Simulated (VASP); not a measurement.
A run of VASP 6.6.1:

The input INCAR:

```
PREC = Accurate
ENCUT = 520
EDIFF = 1E-6
ISMEAR = -1
SIGMA = 0.05
LREAL = False
LASPH = True
NELM = 100
ALGO = Normal
ISIF = 2
LWAVE = False
LCHARG = False
GGA = PS
NBANDS = 16
```

Contents of KPOINTS:

```
regular mesh
0
Gamma
  17 17 17
```

File POSCAR:

```
TiN
1.0
    0.0000000000      2.1149029570      2.1149029570
    2.1149029570      0.0000000000      2.1149029570
    2.1149029570      2.1149029570      0.0000000000
Ti N
1 1
Direct
    0.0000000000      0.0000000000      0.0000000000
    0.5000000000      0.5000000000      0.5000000000
```

Potentials or basis: VASP PAW PBE potentials, release 64 (Ti_sv, N).

Command:

```bash
$ cat potpaw_PBE.64/Ti_sv/POTCAR potpaw_PBE.64/N/POTCAR > POTCAR
$ mpirun -np 1 vasp_std > vasp.out
```

Hardware: 1 thread of Intel(R) Xeon(R) Platinum 8259CL CPU @ 2.50GHz (Skylake/Cascade Lake) (shared host).

Task: How long does it take, and how much memory?

Result: It took 57 s on 1 thread of Intel(R) Xeon(R) Platinum 8259CL CPU @ 2.50GHz (Skylake/Cascade Lake) (shared host), peak memory 0.17 GiB. Counts: scf iterations 15, k points 165.
